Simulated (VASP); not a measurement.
# BaTe (Fm-3m) in VASP: a series of runs

The runs below take BaTe through relaxation of the atoms, with r2SCAN.

Program: VASP 6.6.1. These are calculated values, not measurements. Logs are shortened: lines on timing, memory, paths and dates and some standing lists are left out, and cuts for length are marked.

### 1 The cell of the first run

The structure is cubic, space group Fm-3m (No. 225). Conventional cell: a = 7.016 Å, b = 7.016 Å, c = 7.016 Å, α = 90.00°, β = 90.00°, γ = 90.00°. Within 4.6 Å of Ba (site symmetry m-3m) lie 6 Te at 3.51 Å. Te (site symmetry m-3m) has 6 Ba at 3.51 Å within 4.6 Å.

### 2 Relaxation of the atoms, r2SCAN

POSCAR

```
BaTe
1.0
    0.0000000000      3.5079006300      3.5079006300
    3.5079006300      0.0000000000      3.5079006300
    3.5079006300      3.5079006300      0.0000000000
Ba Te
1 1
Direct
    0.0000000000      0.0000000000      0.0000000000
    0.5000000000      0.5000000000      0.5000000000
```

INCAR.step1

```
SYSTEM = BaTe
PREC = Accurate
ENCUT = 520
ISMEAR = -1
SIGMA = 0.02
LREAL = .FALSE.
LASPH = .TRUE.
NELM = 60
GGA = PE
ALGO = Normal
EDIFF = 1E-4
LWAVE = .TRUE.
LCHARG = .FALSE.
```

INCAR.step2

```
SYSTEM = BaTe
PREC = Accurate
ENCUT = 520
EDIFF = 1E-6
ISMEAR = -1
SIGMA = 0.02
LREAL = .FALSE.
LASPH = .TRUE.
NELM = 60
ALGO = Normal
ISIF = 2
LWAVE = .FALSE.
LCHARG = .FALSE.
METAGGA = R2SCAN
LMIXTAU = .TRUE.
IBRION = 2
NSW = 50
EDIFFG = -0.01
ISTART = 1
```

KPOINTS

```
Automatic mesh
0
G
  8 8 8
  0 0 0
```

Potentials or basis: VASP PAW PBE potentials, release 64 (Ba_sv, Te).

Launch:

```bash
$ cat potpaw_PBE.64/Ba_sv/POTCAR potpaw_PBE.64/Te/POTCAR > POTCAR
$ cp INCAR.step1 INCAR
$ mpirun -np 1 vasp_std > vasp.out
$ cp INCAR.step2 INCAR
$ mpirun -np 1 vasp_std > vasp.out
```

OUTCAR:

```text
SYSTEM = BaTe
   PREC = Accurate
   ENCUT = 520
   EDIFF = 1E-6
   ISMEAR = -1
   LREAL = .FALSE.
   LASPH = .TRUE.
   NELM = 60
   ISIF = 2
   METAGGA = R2SCAN
   IBRION = 2
   NSW = 50
   EDIFFG = -0.01
   ISTART = 1

 ion  position               nearest neighbor table
   1  0.000  0.000  0.000-   2 3.51   2 3.51   2 3.51   2 3.51   2 3.51   2 3.51
   2  0.500  0.500  0.500-   1 3.51   1 3.51   1 3.51   1 3.51   1 3.51   1 3.51

  LATTYP: Found a face centered cubic cell.
 ALAT       =     7.0158012600

  Lattice vectors:

 A1 = (   0.0000000000,   3.5079006300,   3.5079006300)
 A2 = (   3.5079006300,   0.0000000000,   3.5079006300)
 A3 = (   3.5079006300,   3.5079006300,   0.0000000000)

Analysis of symmetry for initial positions (statically):
=====================================================================
 Subroutine PRICEL returns:
 Original cell was already a primitive cell.

 Routine SETGRP: Setting up the symmetry group for a
 face centered cubic supercell.

 Subroutine GETGRP returns: Found 48 space group operations
 (whereof 48 operations were pure point group operations)
 out of a pool of 48 trial point group operations.

The static configuration has the point symmetry O_h .

Analysis of symmetry for dynamics (positions and initial velocities):
=====================================================================
 Subroutine PRICEL returns:
 Original cell was already a primitive cell.

 Routine SETGRP: Setting up the symmetry group for a
 face centered cubic supercell.

 Subroutine GETGRP returns: Found 48 space group operations
 (whereof 48 operations were pure point group operations)
 out of a pool of 48 trial point group operations.

The dynamic configuration has the point symmetry O_h .

 Subroutine INISYM returns: Found 48 space group operations
 (whereof 48 operations are pure point group operations),
 and found     1 'primitive' translations

----------------------------------------------------------------------------------------

                                     Primitive cell

  volume of cell :      86.3320

  direct lattice vectors                    reciprocal lattice vectors
     0.000000000  3.507900630  3.507900630    -0.142535394  0.142535394  0.142535394
     3.507900630  0.000000000  3.507900630     0.142535394 -0.142535394  0.142535394
     3.507900630  3.507900630  0.000000000     0.142535394  0.142535394 -0.142535394

  length of vectors
     4.960920646  4.960920646  4.960920646     0.246878545  0.246878545  0.246878545

  position of ions in fractional coordinates (direct lattice)
     0.000000000  0.000000000  0.000000000
     0.500000000  0.500000000  0.500000000

  ion indices of the primitive-cell ions
   primitive index   ion index
                 1           1
                 2           2

----------------------------------------------------------------------------------------

 KPOINTS: Automatic mesh

Automatic generation of k-mesh.
 Grid dimensions read from file:
 generate k-points for:    8    8    8

 Generating k-lattice:

  Cartesian coordinates                     Fractional coordinates (reciprocal lattice)
    -0.017816924  0.017816924  0.017816924     0.125000000  0.000000000  0.000000000
     0.017816924 -0.017816924  0.017816924     0.000000000  0.125000000  0.000000000
     0.017816924  0.017816924 -0.017816924     0.000000000  0.000000000  0.125000000

  Length of vectors
     0.030859818  0.030859818  0.030859818

  Shift w.r.t. Gamma in fractional coordinates (k-lattice)
     0.000000000  0.000000000  0.000000000

 Subroutine IBZKPT returns following result:
 ===========================================

 Found     29 irreducible k-points:

 Following reciprocal coordinates:
            Coordinates               Weight
  0.000000  0.000000  0.000000      1.000000
  0.125000  0.000000  0.000000      8.000000
  0.250000  0.000000  0.000000      8.000000
  0.375000  0.000000  0.000000      8.000000
  0.500000  0.000000  0.000000      4.000000
  0.125000  0.125000  0.000000      6.000000
[... 16 lines left out ...]
  0.500000  0.250000  0.125000     48.000000
 -0.375000  0.250000  0.125000     24.000000
 [... further k-points ...]
   k-points           NKPTS =     29   k-points in BZ     NKDIM =     29   number of bands    NBANDS=     12
   number of dos      NEDOS =    301   number of ions     NIONS =      2
   total plane-waves  NPLWV =  64000
   dimension x,y,z NGX =    40 NGY =   40 NGZ =   40
   dimension x,y,z NGXF=    80 NGYF=   80 NGZF=   80
   ions per type =               1   1
   NGX,Y,Z   is equivalent  to a cutoff of  13.40, 13.40, 13.40 a.u.
   NGXF,Y,Z  is equivalent  to a cutoff of  26.81, 26.81, 26.81 a.u.
 SYSTEM =  BaTe
   PREC   = accura    normal or accurate (medium, high low for compatibility)
   ISTART =      1    job   : 0-new  1-cont  2-samecut
   ICHARG =      0    charge: 1-file 2-atom 10-const
   ISPIN  =      1    spin polarized calculation?
   LNONCOLLINEAR =      F non collinear calculations
   LSORBIT =      F    spin-orbit coupling
   LASPH  =      T    aspherical Exc in radial PAW
   ENCUT  =  520.0 eV  38.22 Ry    6.18 a.u.   9.22  9.22  9.22*2*pi/ulx,y,z
   NELM   =     60;   NELMIN=  2; NELMDL=  0     # of ELM steps
   EDIFF  = 0.1E-05   stopping-criterion for ELM
   LREAL  =      F    real-space projection
   EDIFFG = -.1E-01   stopping-criterion for IOM
   NSW    =     50    number of steps for IOM
   IBRION =      2    ionic relax: 0-MD 1-quasi-New 2-CG
   NFREE  =      1    steps in history (QN), initial steepest desc. (CG)
   ISIF   =      2    stress and relaxation
   ISYM   =      2    0-nonsym 1-usesym 2-fastsym
   POTIM  = 0.5000    time-step for ionic-motion
   TEBEG  =    0.0;   TEEND  =   0.0 temperature during run
   PSTRESS=    0.0 pullay stress
   NELECT =      16.0000    total number of electrons
   NUPDOWN=      -1.0000    fix difference up-down
   EMIN   =  10.00;   EMAX   =-10.00  energy-range for DOS
   EFERMI =   0.00;   METHOD = LEGACY
   ISMEAR =    -1;   SIGMA  =   0.02  broadening in eV -4-tet -1-fermi 0-gaus
   EFERMI_NEDOS =   21; number of points for ismear=-14 and -15
   IALGO  =     38    algorithm
   IMIX   =      4    mixing-type and parameters
     AMIX     =   0.40;   BMIX     =  1.00
     AMIX_MAG =   1.60;   BMIX_MAG =  1.00
  volume/ion in A,a.u.               =      43.17       291.30
  Fermi-wavevector in a.u.,A,eV,Ry     =   0.933378  1.763829 11.853320  0.871194
  Thomas-Fermi vector in A             =   2.060073
   LORBIT       =      0    0 simple, 1 ext, 2 COOP (PROOUT), +10 PAW based schemes
   METAGGA = R2SCAN    functional components
   LHFCALC =     F    Hartree Fock is set to
   AEXX    =    0.0000 exact exchange contribution
   IVDW    =     0    specifies the selected vdW correction
   LEPSILON=     F    determine dielectric tensor
   LRPA    =     F    only Hartree local field effects (RPA)
 conjugate gradient relaxation of ions
 non-spin polarized calculation
  energy-cutoff  :      520.00
  volume of cell :       86.33
 maximum number of plane-waves:      2346
 NGX is ok and might be reduce to    40
   NGX = 19   NGY = 19   NGZ = 19

 number of electron      15.9999999 magnetization

 Free energy of the ion-electron system (eV)
  ---------------------------------------------------
  ext. energy  EPLUGINS =         0.00000000
  ---------------------------------------------------
  free energy    TOTEN  =       -56.02144032 eV

  energy without entropy =      -56.02144032  energy(sigma->0) =      -56.02144032

 E-fermi :   2.4395     XC(G=0):  -8.6016

 val. band max:        2.0225570728   @ k =   0.0000   0.0000   0.0000
 cond. band min:       3.9108731716   @ k =   0.5000   0.5000   0.0000
 fundamental gap:      1.8883160987
 Fermi energy:         2.4395195052

 k-point     1 :       0.0000    0.0000    0.0000
  band No.  band energies     occupation
      1     -25.8041      2.00000
      2     -10.5315      2.00000
      3     -10.5315      2.00000
      4     -10.5315      2.00000
      5      -7.7774      2.00000
      6       2.0226      2.00000
      7       2.0226      2.00000
      8       2.0226      2.00000
      9       5.3694      0.00000
     10       5.3694      0.00000
     11       5.3694      0.00000
     12       5.5806      0.00000

 k-point     2 :       0.1250    0.0000    0.0000
  band No.  band energies     occupation
      1     -25.8021      2.00000
      2     -10.6044      2.00000
      3     -10.5329      2.00000
      4     -10.5329      2.00000
      5      -7.6601      2.00000
      6       1.5424      2.00000
      7       1.7986      2.00000
      8       1.7986      2.00000
      9       5.4065      0.00000
     10       5.5713      0.00000
     11       5.5713      0.00000
     12       6.2039      0.00000

 k-point     3 :       0.2500    0.0000    0.0000
  band No.  band energies     occupation
      1     -25.7973      2.00000
      2     -10.7624      2.00000
      3     -10.5364      2.00000
      4     -10.5364      2.00000
      5      -7.3892      2.00000
      6       0.7035      2.00000
      7       1.3714      2.00000
      8       1.3714      2.00000
      9       5.5830      0.00000
     10       6.1107      0.00000
     11       6.1107      0.00000
     12       7.4307      0.00000

 k-point     4 :       0.3750    0.0000    0.0000
  band No.  band energies     occupation
      1     -25.7925      2.00000
      2     -10.9016      2.00000
      3     -10.5398      2.00000
      4     -10.5398      2.00000
      5      -7.1276      2.00000
      6       0.0580      2.00000
      7       1.0358      2.00000
      8       1.0358      2.00000
      9       6.0696      0.00000
     10       6.8844      0.00000
     11       6.8844      0.00000
     12       7.8608      0.00000

 k-point     5 :       0.5000    0.0000    0.0000
  band No.  band energies     occupation
      1     -25.7905      2.00000
      2     -10.9550      2.00000
      3     -10.5412      2.00000
      4     -10.5412      2.00000
      5      -7.0201      2.00000
      6      -0.1798      2.00000
      7       0.9139      2.00000
      8       0.9139      2.00000
      9       6.6591      0.00000
     10       7.2698      0.00000
     11       7.4175      0.00000
     12       7.4175      0.00000
[... 228 lines left out ...]
      1     -25.7861      2.00000
      2     -10.7359      2.00000
      3     -10.6137      2.00000
      4     -10.6137      2.00000
      5      -7.5628      2.00000
      6       0.8767      2.00000
      7       1.6341      2.00000
      8       1.6341      2.00000
      9       3.9109      0.00000
     10       6.9572      0.00000
     11       7.3513      0.00000
     12       8.2197      0.00000

 k-point    22 :       0.3750    0.2500    0.1250
  band No.  band energies     occupation
      1     -25.7937      2.00000
      2     -10.7731      2.00000
      3     -10.5873      2.00000
      4     -10.5476      2.00000
      5      -7.3427      2.00000
      6       0.4271      2.00000
      7       1.2672      2.00000
      8       1.5294      2.00000
      9       5.0593      0.00000
     10       6.5442      0.00000
     11       6.8400      0.00000
     12       7.1132      0.00000

 k-point    23 :       0.5000    0.2500    0.1250
  band No.  band energies     occupation
      1     -25.7899      2.00000
      2     -10.8348      2.00000
      3     -10.6069      2.00000
      4     -10.5590      2.00000
      5      -7.2316      2.00000
      6       0.2737      2.00000
      7       1.0207      2.00000
      8       1.2417      2.00000
      9       5.5123      0.00000
     10       7.0675      0.00000
     11       7.3687      0.00000
     12       7.5442      0.00000

 k-point    24 :      -0.3750    0.2500    0.1250
  band No.  band energies     occupation
      1     -25.7883      2.00000
      2     -10.8604      2.00000
      3     -10.6090      2.00000
      4     -10.5686      2.00000
      5      -7.1869      2.00000
      6       0.2313      2.00000
      7       1.0006      2.00000
      8       1.0315      2.00000
      9       6.1575      0.00000
     10       6.4406      0.00000
     11       7.7402      0.00000
     12       8.0511      0.00000

 [... further k-points ...]

------------------------ aborting loop because EDIFF is reached ----------------------------------------

  FORCE on cell =-STRESS in cart. coord.  units (eV):
  Direction    XX          YY          ZZ          XY          YZ          ZX
  --------------------------------------------------------------------------------------
  -------------------------------------------------------------------------------------
  Total        0.5301334      0.5301334      0.5301334      0.0000000      0.0000000      0.0000000
  in kB        9.8383869      9.8383869      9.8383869      0.0000000      0.0000000      0.0000000
  external PRESSURE =       9.8383869 kB  Pullay stress =       0.0000000 kB

 VOLUME and BASIS-vectors are now :
 -----------------------------------------------------------------------------
  energy-cutoff  :      520.00
  volume of cell :       86.33
      direct lattice vectors                 reciprocal lattice vectors
     0.000000000  3.507900630  3.507900630    -0.142535394  0.142535394  0.142535394
     3.507900630  0.000000000  3.507900630     0.142535394 -0.142535394  0.142535394
     3.507900630  3.507900630  0.000000000     0.142535394  0.142535394 -0.142535394

 POSITION                                       TOTAL-FORCE (eV/Angst)
 -----------------------------------------------------------------------------------
      0.00000      0.00000      0.00000        -0.000000     -0.000000     -0.000000
      3.50790      3.50790      3.50790         0.000000      0.000000      0.000000
 -----------------------------------------------------------------------------------
    total drift:                                0.000000     -0.000000     -0.000000

  FREE ENERGIE OF THE ION-ELECTRON SYSTEM (eV)
  ---------------------------------------------------
  free  energy   TOTEN  =       -56.0214403232 eV

  energy  without entropy=      -56.0214403232  energy(sigma->0) =      -56.02144032

 reached required accuracy - stopping structural energy minimisation
```

Wall time 3.8 min (1 thread of Oxide Virtual Turin-like, shared host); peak memory 0.23 GiB.

What came out:

- Free energy: -56.0214 eV
- Pressure after relaxing: 1.0 GPa
- Band gap on the k mesh: 1.89 eV, indirect (least direct gap 2.28 eV)

Final structure:
```cif
data_structure
_symmetry_space_group_name_H-M 'P 1'
_symmetry_Int_Tables_number 1
_cell_length_a 4.9609
_cell_length_b 4.9609
_cell_length_c 4.9609
_cell_angle_alpha 60.000
_cell_angle_beta 60.000
_cell_angle_gamma 60.000
_cell_volume 86.33
loop_
_atom_site_label
_atom_site_type_symbol
_atom_site_fract_x
_atom_site_fract_y
_atom_site_fract_z
_atom_site_occupancy
Ba1 Ba 0.00000 0.00000 0.00000 1
Te1 Te 0.50000 0.50000 0.50000 1
```

Caveat: the relaxation stopped at its first step, so nothing moved; the PAW data sets were made with another functional, which shifts forces and pressure a little; spin-orbit coupling is left out, which moves the levels of the heavy elements.

### 3 Relaxation of the atoms, r2SCAN

This run uses another cell than the first one, of 44.05 Å³/atom, 1.020 times its volume.

POSCAR

```
BaTe
1.0
    0.0000000000      3.5316033800      3.5316033800
    3.5316033800      0.0000000000      3.5316033800
    3.5316033800      3.5316033800      0.0000000000
Ba Te
1 1
Direct
    0.0000000000      0.0000000000      0.0000000000
    0.5000000000      0.5000000000      0.5000000000
```

INCAR.step1

```
  PREC = Accurate
  ENCUT = 520
  ISMEAR = -1
  SIGMA = 0.02
  LREAL = F
  LASPH = T
  NELM = 60
  GGA = PE
  ALGO = Normal
  EDIFF = 1E-4
  LWAVE = T
  LCHARG = F
```

INCAR.step2

```
  PREC = Accurate
  ENCUT = 520
  EDIFF = 1E-6
  ISMEAR = -1
  SIGMA = 0.02
  LREAL = F
  LASPH = T
  NELM = 60
  ALGO = Normal
  ISIF = 2
  LWAVE = F
  LCHARG = F
  METAGGA = R2SCAN
  LMIXTAU = T
  IBRION = 2
  NSW = 50
  EDIFFG = -0.01
  ISTART = 1
```

KPOINTS

```
regular mesh
0
Gamma
  8 8 8
```

Potentials or basis: VASP PAW PBE potentials, release 64 (Ba_sv, Te).

Launch:

```bash
$ cat potpaw_PBE.64/Ba_sv/POTCAR potpaw_PBE.64/Te/POTCAR > POTCAR
$ cp INCAR.step1 INCAR
$ mpirun -np 1 vasp_std > vasp.out
$ cp INCAR.step2 INCAR
$ mpirun -np 1 vasp_std > vasp.out
```

It took 3.2 min on 1 thread of Oxide Virtual Turin-like, shared host; peak memory 0.24 GiB.

The run converged. Its results:

| Property | Result |
| --- | --- |
| Free energy | -56.0286 eV |
| Pressure after relaxing | 0.3 GPa |
| Band gap on the k mesh | 1.93 eV, indirect (least direct gap 2.32 eV) |

Final structure:
```cif
data_structure
_symmetry_space_group_name_H-M 'P 1'
_symmetry_Int_Tables_number 1
_cell_length_a 4.9944
_cell_length_b 4.9944
_cell_length_c 4.9944
_cell_angle_alpha 60.000
_cell_angle_beta 60.000
_cell_angle_gamma 60.000
_cell_volume 88.09
loop_
_atom_site_label
_atom_site_type_symbol
_atom_site_fract_x
_atom_site_fract_y
_atom_site_fract_z
_atom_site_occupancy
Ba1 Ba 0.00000 0.00000 0.00000 1
Te1 Te 0.50000 0.50000 0.50000 1
```

Levels at points of the mesh, in eV from the valence-band top:
```tsv
k point	band 5	band 6	band 7	band 8	band 9	band 10	band 11	band 12
(0.00, 0.00, 0.00)	-9.75	0.00	0.00	0.00	3.36	3.36	3.36	3.47
(0.50, 0.00, 0.00)	-9.05	-2.15	-1.07	-1.07	4.60	5.20	5.35	5.35
(0.50, 0.50, 0.00)	-9.55	-1.14	-0.39	-0.39	1.93	4.90	5.24	6.10
```

Caveat: the relaxation stopped at its first step, so nothing moved; the PAW data sets were made with another functional, which shifts forces and pressure a little; spin-orbit coupling is left out, which moves the levels of the heavy elements. r2SCAN opens gaps a little over a GGA but as a rule still falls short of measured ones.
